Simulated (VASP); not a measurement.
# SnO2 in VASP: notebook

Runs on SnO2. Level: PBE. Tasks: single point.

All numbers are computed with VASP 6.6.1; they aren't measurements. Logs are shortened: lines on timing, memory, paths and dates and some standing lists are left out, and cuts for length are marked.

**1. The cell of the first run**

The cell holds an amorphous packing of atoms, 24 atoms: a = 6.720 Å, b = 6.942 Å, c = 7.044 Å, α = 91.48°, β = 94.19°, γ = 89.14°.

**2. Single point, PBE**

Contents of INCAR:

```
SYSTEM = SnO2
ALGO = Normal
EDIFF = 1E-6
ENCUT = 520
GGA = PE
ISIF = 2
ISMEAR = -1
ISYM = 0
LASPH = .True.
LCHARG = .False.
LREAL = Auto
LWAVE = .False.
NBANDS = 122
NELM = 60
PREC = Accurate
SIGMA = 0.2585
```

Contents of KPOINTS:

```
k-points
0
Gamma
  1 1 1
  0 0 0
```

Contents of POSCAR:

```
SnO2
1.0
    6.7155290000      0.0495070000     -0.2513230000
    0.0495070000      6.9412360000     -0.0896220000
   -0.2513230000     -0.0896220000      7.0388050000
Sn O
8 16
Direct
    0.3988580442      0.6237616731      0.5722171546
    0.2405908388      0.0950262398      0.7599750885
    0.7412333209      0.2199530779      0.8599614021
    0.5610806065      0.7013048205      0.0672902292
    0.8762370513      0.0132153697      0.4188577340
    0.4380720336      0.1675644953      0.3920057514
    0.0919984607      0.3208350994      0.1644653052
    0.0005393924      0.6697522055      0.8862647983
    0.2343324364      0.9438920300      0.4722549669
    0.6737545069      0.2324551527      0.5193996850
    0.5975873585     -0.0289401735      0.2259621870
    0.2916170538      0.1412434984      0.0445933078
    0.7523668074      0.6639070950     -0.2735795686
    0.7177833868      0.6805464520      0.4772582005
    0.0406242661      0.6110237590      0.1488060805
    0.8174819154      0.2466923422      0.1566450653
    0.5308004732      0.0040899450      0.8110576890
    0.9381605816      0.9786290977      0.7374756125
    0.6744016887      0.4763644232      0.8927773092
    0.1098621284      0.2828477314      0.4305505351
    0.0862025523     -0.0499523331     -0.0540191331
    0.3118467967      0.6798069235      0.8157248181
    0.0605894755      0.3559185290      0.8252003940
    0.3935720474      0.5175140905      0.2177479495
```

Potentials or basis: VASP PAW PBE potentials, release 64 (Sn_d, O).

On the command line:

```sh
$ cat potpaw_PBE.64/Sn_d/POTCAR potpaw_PBE.64/O/POTCAR > POTCAR
$ mpirun -np 1 vasp_gam > vasp.out
```

OUTCAR:

```text
SYSTEM = SnO2
   EDIFF = 1E-6
   ENCUT = 520
   GGA = PE
   ISIF = 2
   ISMEAR = -1
   ISYM = 0
   LASPH = .True.
   LREAL = Auto
   NELM = 60
   PREC = Accurate

 ion  position               nearest neighbor table
   1  0.399  0.624  0.572-  22 1.88  14 2.33  13 2.56   9 2.56  24 2.58   6 3.39   8 3.60   4 3.61
                             2 3.67
   2  0.241  0.095  0.760-  21 2.03  12 2.03  17 2.05  18 2.19  23 2.22   9 2.26  20 2.77   6 3.05
                             5 3.35   7 3.42   3 3.50   8 3.55   3 3.57   1 3.67
   3  0.741  0.220  0.860-  19 1.84  17 2.08  16 2.12  18 2.31  23 2.39  10 2.41   7 3.14   2 3.50
                             5 3.56   2 3.57   8 3.59
   4  0.561  0.701  0.067-  24 2.08  19 2.13  11 2.16  22 2.35  17 2.80  13 2.81   8 3.30   1 3.61

   5  0.876  0.013  0.419-  10 2.17  11 2.25  18 2.27   9 2.45  20 2.46  16 2.49  14 2.61   6 3.11
                             7 3.25   2 3.35   3 3.56
   6  0.438  0.168  0.392-  10 1.82  11 2.11   9 2.20  20 2.37  12 2.57  24 2.75   7 2.93   2 3.05
                             5 3.11   1 3.39
   7  0.092  0.321  0.164-  20 1.89  16 1.92  12 2.03  15 2.04  23 2.40  24 2.46   6 2.93   3 3.14
                             8 3.18   5 3.25   2 3.42
   8  0.001  0.670  0.886-  15 1.90  13 1.94  21 2.06  22 2.19  23 2.25  18 2.43  19 2.59   7 3.18
                             4 3.30   2 3.55   3 3.59   1 3.60
   9  0.234  0.944  0.472-   6 2.20   2 2.26   5 2.45   1 2.56
  10  0.674  0.232  0.519-   6 1.82   5 2.17   3 2.41
  11  0.598  0.971  0.226-   6 2.11   4 2.16   5 2.25
  12  0.292  0.141  0.045-   2 2.03   7 2.03   6 2.57
  13  0.752  0.664  0.726-  14 1.76  19 1.88   8 1.94   1 2.56   4 2.81
  14  0.718  0.681  0.477-  13 1.76   1 2.33   5 2.61
  15  0.041  0.611  0.149-   8 1.90   7 2.04
  16  0.817  0.247  0.157-   7 1.92   3 2.12   5 2.49
  17  0.531  0.004  0.811-   2 2.05   3 2.08   4 2.80
  18  0.938  0.979  0.737-  21 1.73   2 2.19   5 2.27   3 2.31   8 2.43
  19  0.674  0.476  0.893-   3 1.84  13 1.88   4 2.13   8 2.59
  20  0.110  0.283  0.431-   7 1.89   6 2.37   5 2.46   2 2.77
  21  0.086  0.950  0.946-  18 1.73   2 2.03   8 2.06
  22  0.312  0.680  0.816-   1 1.88   8 2.19   4 2.35
  23  0.061  0.356  0.825-   2 2.22   8 2.25   3 2.39   7 2.40
  24  0.394  0.518  0.218-   4 2.08   7 2.46   1 2.58   6 2.75

IMPORTANT INFORMATION: All symmetrisations will be switched off!
NOSYMM: (Re-)initialisation of all symmetry stuff for point group C_1.

----------------------------------------------------------------------------------------

                                     Primitive cell

  volume of cell :     327.6000

  direct lattice vectors                    reciprocal lattice vectors
     6.715529000  0.049507000 -0.251323000     0.149114711 -0.000994951  0.005311525
     0.049507000  6.941236000 -0.089622000    -0.000994951  0.144096888  0.001799197
    -0.251323000 -0.089622000  7.038805000     0.005311525  0.001799197  0.142282128

  length of vectors
     6.720412483  6.941991087  7.043860531     0.149212597  0.144111554  0.142392603

  position of ions in fractional coordinates (direct lattice)
     0.398858044  0.623761673  0.572217155
     0.240590839  0.095026240  0.759975088
     0.741233321  0.219953078  0.859961402
     0.561080606  0.701304820  0.067290229
     0.876237051  0.013215370  0.418857734
     0.438072034  0.167564495  0.392005751
[... 16 lines left out ...]
     0.060589476  0.355918529  0.825200394
     0.393572047  0.517514091  0.217747950

  ion indices of the primitive-cell ions
   primitive index   ion index
                 1           1
                 2           2
                 3           3
                 4           4
                 5           5
                 6           6
[... 16 lines left out ...]
                23          23
                24          24

----------------------------------------------------------------------------------------

 KPOINTS: k-points

Automatic generation of k-mesh.
 Grid dimensions read from file:
 generate k-points for:    1    1    1

 Generating k-lattice:

  Cartesian coordinates                     Fractional coordinates (reciprocal lattice)
     0.149114711 -0.000994951  0.005311525     1.000000000 -0.000000000  0.000000000
    -0.000994951  0.144096888  0.001799197     0.000000000  1.000000000  0.000000000
     0.005311525  0.001799197  0.142282128     0.000000000  0.000000000  1.000000000

  Length of vectors
     0.149212597  0.144111554  0.142392603

  Shift w.r.t. Gamma in fractional coordinates (k-lattice)
     0.000000000  0.000000000  0.000000000

 Subroutine IBZKPT returns following result:
 ===========================================

 Found      1 irreducible k-points:

 Following reciprocal coordinates:
            Coordinates               Weight
  0.000000  0.000000  0.000000      1.000000
   k-points           NKPTS =      1   k-points in BZ     NKDIM =      1   number of bands    NBANDS=    122
   number of dos      NEDOS =    301   number of ions     NIONS =     24
   total plane-waves  NPLWV = 145800
   dimension x,y,z NGX =    50 NGY =   54 NGZ =   54
   dimension x,y,z NGXF=   100 NGYF=  108 NGZF=  108
   ions per type =               8  16
   NGX,Y,Z   is equivalent  to a cutoff of  12.37, 12.93, 12.74 a.u.
   NGXF,Y,Z  is equivalent  to a cutoff of  24.74, 25.86, 25.49 a.u.
 SYSTEM =  SnO2
   PREC   = accura    normal or accurate (medium, high low for compatibility)
   ISTART =      0    job   : 0-new  1-cont  2-samecut
   ICHARG =      2    charge: 1-file 2-atom 10-const
   ISPIN  =      1    spin polarized calculation?
   LNONCOLLINEAR =      F non collinear calculations
   LSORBIT =      F    spin-orbit coupling
   LASPH  =      T    aspherical Exc in radial PAW
   ENCUT  =  520.0 eV  38.22 Ry    6.18 a.u.  12.50 12.91 13.10*2*pi/ulx,y,z
   NELM   =     60;   NELMIN=  2; NELMDL= -5     # of ELM steps
   EDIFF  = 0.1E-05   stopping-criterion for ELM
   LREAL  =      T    real-space projection
   EDIFFG = 0.1E-04   stopping-criterion for IOM
   NSW    =      0    number of steps for IOM
   IBRION =     -1    ionic relax: 0-MD 1-quasi-New 2-CG
   NFREE  =      0    steps in history (QN), initial steepest desc. (CG)
   ISIF   =      2    stress and relaxation
   ISYM   =      0    0-nonsym 1-usesym 2-fastsym
   POTIM  = 0.5000    time-step for ionic-motion
   TEBEG  =    0.0;   TEEND  =   0.0 temperature during run
   PSTRESS=    0.0 pullay stress
   NELECT =     208.0000    total number of electrons
   NUPDOWN=      -1.0000    fix difference up-down
   EMIN   =  10.00;   EMAX   =-10.00  energy-range for DOS
   EFERMI =   0.00;   METHOD = LEGACY
   ISMEAR =    -1;   SIGMA  =   0.26  broadening in eV -4-tet -1-fermi 0-gaus
   EFERMI_NEDOS =   21; number of points for ismear=-14 and -15
   IALGO  =     38    algorithm
   IMIX   =      4    mixing-type and parameters
     AMIX     =   0.40;   BMIX     =  1.00
     AMIX_MAG =   1.60;   BMIX_MAG =  1.00
  volume/ion in A,a.u.               =      13.65        92.11
  Fermi-wavevector in a.u.,A,eV,Ry     =   1.407067  2.658970 26.937310  1.979836
  Thomas-Fermi vector in A             =   2.529363
   LORBIT       =      0    0 simple, 1 ext, 2 COOP (PROOUT), +10 PAW based schemes
   GGA     = PE    functional components
   LHFCALC =     F    Hartree Fock is set to
   AEXX    =    0.0000 exact exchange contribution
   IVDW    =     0    specifies the selected vdW correction
   LEPSILON=     F    determine dielectric tensor
   LRPA    =     F    only Hartree local field effects (RPA)
 non-spin polarized calculation
  energy-cutoff  :      520.00
  volume of cell :      327.60
 maximum number of plane-waves:      4411
 NGX is ok and might be reduce to    50
   NGX = 25   NGY = 25   NGZ = 27

 number of electron     208.0000010 magnetization

 Free energy of the ion-electron system (eV)
  ---------------------------------------------------
  ext. energy  EPLUGINS =         0.00000000
  ---------------------------------------------------
  free energy    TOTEN  =      -126.38205664 eV

  energy without entropy =     -125.15593775  energy(sigma->0) =     -125.76899720

 E-fermi :   6.1859     XC(G=0): -10.5832

 val. band max:        6.1546899719   @ k =   0.0000   0.0000   0.0000
 cond. band min:       6.2296029913   @ k =   0.0000   0.0000   0.0000
 fundamental gap:      0.0749130194
 Fermi energy:         6.1859285856

 k-point     1 :       0.0000    0.0000    0.0000
  band No.  band energies     occupation
      1     -16.7533      2.00000
      2     -16.4760      2.00000
      3     -16.3537      2.00000
      4     -16.1300      2.00000
      5     -16.1056      2.00000
      6     -16.0344      2.00000
[... 108 lines left out ...]
    115      10.3407      0.00000
    116      10.5306      0.00000
 [bands above 116 left out]

------------------------ aborting loop because EDIFF is reached ----------------------------------------

  FORCE on cell =-STRESS in cart. coord.  units (eV):
  Direction    XX          YY          ZZ          XY          YZ          ZX
  --------------------------------------------------------------------------------------
  -------------------------------------------------------------------------------------
  Total       24.0184296     13.1050671     25.9069602      0.1531408     -4.6769148      6.6501052
  in kB      117.4657725     64.0923180    126.7019178      0.7489581    -22.8731611     32.5233480
  external PRESSURE =     102.7533361 kB  Pullay stress =       0.0000000 kB

 VOLUME and BASIS-vectors are now :
 -----------------------------------------------------------------------------
  energy-cutoff  :      520.00
  volume of cell :      327.60
      direct lattice vectors                 reciprocal lattice vectors
     6.715529000  0.049507000 -0.251323000     0.149114711 -0.000994951  0.005311525
     0.049507000  6.941236000 -0.089622000    -0.000994951  0.144096888  0.001799197
    -0.251323000 -0.089622000  7.038805000     0.005311525  0.001799197  0.142282128

 POSITION                                       TOTAL-FORCE (eV/Angst)
 -----------------------------------------------------------------------------------
      2.56561      4.29814      3.87158         1.931178      0.356502     -4.526053
      1.42940      0.60340      5.28033        -0.413417      0.494562     -0.244933
      4.77253      1.48637      5.84710         1.347130     -4.344099     -1.071711
      3.78576      4.88967      0.26978        -1.340896     -0.197666      0.326320
      5.77978      0.09757      2.72686        -0.466175     -0.433541     -0.606471
      2.85166      1.14966      2.63414        -3.967833     -1.702038     -4.159400
[... 16 lines left out ...]
      0.21712      2.39956      5.76130        -0.948102     -0.570848      0.331681
      2.61394      3.59216      1.38739         0.717809     -0.894433      1.136055
 -----------------------------------------------------------------------------------
    total drift:                               -0.035311     -0.029361     -0.027777

  FREE ENERGIE OF THE ION-ELECTRON SYSTEM (eV)
  ---------------------------------------------------
  free  energy   TOTEN  =      -126.3820566409 eV

  energy  without entropy=     -125.1559377549  energy(sigma->0) =     -125.76899720
```

Wall time 2.5 min (1 thread of Intel Xeon Platinum 8259CL at 2.50GHz (Skylake/Cascade Lake), shared host); peak memory 0.33 GiB.

What came out:

```
Free energy            : -126.3821 eV
Pressure               : 10.3 GPa
Largest force          : 5.995 eV/Å
Band gap on the k mesh : 0.07 eV
```

Forces on the atoms (eV/Å):
```
Sn   1.931  0.357 -4.526
Sn  -0.413  0.495 -0.245
Sn   1.347 -4.344 -1.072
Sn  -1.341 -0.198  0.326
Sn  -0.466 -0.434 -0.606
Sn  -3.968 -1.702 -4.159
Sn   1.678  3.398 -3.447
Sn   2.817 -1.013 -0.910
O    1.140 -0.437  1.224
O    3.353  0.912  3.228
O    0.292 -0.701  0.681
O    1.517  1.801  3.749
O   -1.301  0.056 -3.874
O   -0.187  1.311  1.166
O   -1.206  0.150  1.166
O   -1.160 -1.798 -0.804
O    0.443  0.675 -0.297
O   -1.970  1.480 -3.027
O   -2.084  2.469  2.239
O    1.678 -0.517  2.480
O   -0.565 -1.071  2.231
O   -1.303  0.577  3.009
O   -0.948 -0.571  0.332
O    0.718 -0.894  1.136
```

Levels at points of the mesh, in eV from the valence-band top:
| k point | band 100 | band 101 | band 102 | band 103 | band 104 | band 105 | band 106 | band 107 | band 108 | band 109 |
| --- | --- | --- | --- | --- | --- | --- | --- | --- | --- | --- |
| (0.00, 0.00, 0.00) | -1.49 | -1.33 | -1.00 | -0.58 | 0.00 | 0.07 | 0.71 | 0.88 | 1.06 | 1.46 |

Caveat: the k points lie up to 0.94 Å⁻¹ apart; spin-orbit coupling is left out, which moves the levels of the heavy elements.

**3. Single point, PBE**

Contents of INCAR:

```
SYSTEM = SnO2
PREC = Accurate ; ENCUT = 520
EDIFF = 1E-6 ; ISMEAR = -1
SIGMA = 0.2585 ; LREAL = Auto
LASPH = .True. ; NELM = 100
ALGO = Normal ; ISIF = 2
LWAVE = .False. ; LCHARG = .False.
GGA = PE ; ISYM = 0
NBANDS = 122
```

Contents of KPOINTS:

```
regular mesh
0
Gamma
  1 1 1
  0 0 0
```

Contents of POSCAR:

```
SnO2
1.0
    6.7155290000      0.0495070000     -0.2513230000
    0.0495070000      6.9412360000     -0.0896220000
   -0.2513230000     -0.0896220000      7.0388050000
Sn O
8 16
Direct
    0.4615205951      0.6056224834      0.5769686529
    0.2632918721      0.1513081431      0.7202843155
    0.8108088899      0.1190818612      0.8797841789
    0.4631749159      0.6860219872      0.0721241989
    0.8748895788     -0.0245685551      0.3800966202
    0.4320835504      0.1309000931      0.3036374871
    0.0251068387      0.3223236774      0.1690731905
    0.0334044716      0.6885092964      0.9270410094
    0.3624400168      0.9350706520      0.5183369072
    0.5444541277      0.3499767763      0.5942702580
    0.6219422670     -0.0878721706      0.2259603891
    0.2972754398      0.1072733198      0.0283484490
    0.8493443222      0.6243548281     -0.4011437039
    0.9785922151      0.7470207655      0.5041685664
   -0.0761645858      0.5993885726      0.1794521216
    0.7799497667      0.2133248175      0.2419927689
    0.5790385491     -0.0290453863      0.8389969035
    0.9634205659      1.0703582913      0.6502149722
    0.6073147911      0.4628921093      0.9646371070
    0.1447418742      0.2061119430      0.4142328317
   -0.0023369324     -0.0401425656     -0.0101505841
    0.2767568464      0.7485665343      0.7835729774
    0.0079264447      0.3778849847      0.8873967820
    0.3996113246      0.5682905432      0.2932910987
```

Potentials or basis: VASP PAW PBE potentials, release 64 (Sn_d, O).

On the command line:

```sh
$ cat potpaw_PBE.64/Sn_d/POTCAR potpaw_PBE.64/O/POTCAR > POTCAR
$ mpirun -np 1 vasp_gam > vasp.out
```

Wall time 2.7 min (1 thread of Intel Xeon Platinum 8259CL at 2.50GHz (Skylake/Cascade Lake), shared host); peak memory 0.33 GiB.

Results (log left out):

```yaml
Free_energy: -128.3055 eV
Pressure: 10.0 GPa
Largest_force: 7.385 eV/Å
Band_gap_on_the_k_mesh: 0.85 eV
```

Forces on the atoms (eV/Å):
```
Sn   0.048  4.731  0.270
Sn   1.810 -1.465  0.739
Sn  -5.178  4.254 -3.103
Sn   3.243  1.532 -3.363
Sn   0.951  0.558 -0.074
Sn   0.340  0.573  0.258
Sn   1.923  3.050  1.166
Sn  -2.668 -1.937 -1.039
O    0.644  0.089 -0.886
O   -0.803 -4.667 -0.253
O   -1.024 -1.938 -0.095
O    0.016  2.071  1.639
O   -0.099  0.982  0.815
O    0.800 -3.145  0.760
O    1.539  0.821 -0.926
O   -1.440  0.026 -0.157
O   -1.318 -0.610 -0.577
O   -0.695  0.610  0.075
O   -0.661  0.831 -0.562
O    0.958  0.855 -1.525
O    2.054 -2.788  3.801
O    0.446 -1.601  1.071
O    0.921 -0.924 -0.645
O   -1.806 -1.907  2.613
```

Stress tensor (GPa, compression positive):
```
11.01  0.88  1.88
 0.88  9.71 -3.47
 1.88 -3.47  9.30
```

Levels at points of the mesh, in eV from the valence-band top:
| k point | band 100 | band 101 | band 102 | band 103 | band 104 | band 105 | band 106 | band 107 | band 108 | band 109 |
| --- | --- | --- | --- | --- | --- | --- | --- | --- | --- | --- |
| (0.00, 0.00, 0.00) | -0.74 | -0.56 | -0.51 | -0.38 | 0.00 | 0.85 | 1.42 | 1.60 | 1.87 | 2.16 |

Caveat: the k points lie up to 0.94 Å⁻¹ apart; spin-orbit coupling is left out, which moves the levels of the heavy elements.

**4. Single point, PBE**

Contents of INCAR:

```
PREC = Accurate ; ENCUT = 520
EDIFF = 1E-7 ; ISMEAR = -1
SIGMA = 0.2585 ; LREAL = Auto
LASPH = T ; NELM = 100
ALGO = Normal ; ISIF = 2
LWAVE = F ; LCHARG = F
GGA = PE ; ISYM = 0
NBANDS = 122
```

Contents of KPOINTS:

```
Automatic mesh
0
Gamma
  1 1 1
```

Contents of POSCAR:

```
SnO2
1.0
    6.7155290000      0.0495070000     -0.2513230000
    0.0495070000      6.9412360000     -0.0896220000
   -0.2513230000     -0.0896220000      7.0388050000
Sn O
8 16
Direct
    0.4762711647      0.7216815232      0.5868707031
    0.2007713282      0.1706460450      0.7820965480
    0.6873735281      0.1728190427      0.8165691712
    0.4716402814      0.6969408075      0.0715908850
    0.9364626697     -0.0864422931      0.3341266701
    0.4640231519      0.1471094046      0.3096727256
    0.0246357744      0.3859751428      0.2112450055
   -0.0293427388      0.7073274826      0.8520376113
    0.6185807015      0.9792544724      0.6068986571
    0.5140094514      0.3999373602      0.5175812632
    0.5449414879     -0.1859743621      0.3308504690
    0.3475047873     -0.0316292485      0.0410372598
    0.9473932424      0.7253486931     -0.4513171039
    1.1619829868      0.7615193886      0.5231872372
    0.0385833610      0.6538241473      0.1734602555
    0.7934050824      0.1704630589      0.2898777826
    0.6558044595     -0.3435409238      0.8578728803
    0.9625675937      1.0793892705      0.6631462870
    0.5659947698      0.3333032042      1.0063031727
    0.1619706239      0.1195441416      0.3647405672
   -0.0744608993     -0.0198192866      0.0293267137
    0.2573382205      0.6915575116      0.8447584186
   -0.0612805297      0.3459129747      0.8897790472
    0.3198986198      0.3795117847      0.1345437878
```

On the command line:

```sh
$ cat potpaw_PBE.64/Sn_d/POTCAR potpaw_PBE.64/O/POTCAR > POTCAR
$ mpirun -np 1 vasp_gam > vasp.out
```

Run time: 3 min. Hardware: 1 thread of Intel Xeon Platinum 8259CL at 2.50GHz (Skylake/Cascade Lake), shared host; peak memory 0.33 GiB.

It converged, with:

* Free energy: -130.6944 eV
* Pressure: 2.6 GPa
* Largest force: 4.795 eV/Å
* Band gap on the k mesh: 0.38 eV

Forces in eV/Å, atoms in the order of the input:
```
Sn  -0.517 -3.682  2.347
Sn   1.287  0.998  2.110
Sn   2.673  0.032 -0.253
Sn  -1.982 -1.648 -1.200
Sn   1.159  2.179 -1.970
Sn   0.411  1.580 -1.068
Sn  -0.545 -4.757 -0.244
Sn  -2.039  0.738  2.589
O   -1.472  0.582  0.607
O   -0.414  0.157  0.680
O    0.798 -0.687 -1.198
O    1.589  1.848  0.608
O   -0.253 -2.539  1.403
O    0.470  0.949 -2.114
O   -1.226  2.694 -0.477
O   -1.968  1.206  0.428
O    0.926  0.852 -1.200
O   -2.415 -1.540 -1.323
O    0.812 -0.037 -0.362
O    1.481  0.935  0.071
O   -0.962 -1.657 -1.496
O    1.854 -1.262 -0.519
O    1.513  2.405  1.133
O   -1.180  0.654  1.447
```

Stress tensor (GPa, compression positive):
```
 5.31 -0.42 -1.06
-0.42 -0.90  0.80
-1.06  0.80  3.36
```

Levels at points of the mesh, in eV from the valence-band top:
```csv
k point,band 101,band 102,band 103,band 104,band 105,band 106,band 107,band 108
"(0.00, 0.00, 0.00)",-0.81,-0.63,-0.46,0.00,0.38,1.36,1.68,1.87
```

Caveat: the k points lie up to 0.94 Å⁻¹ apart; spin-orbit coupling is left out, which moves the levels of the heavy elements.
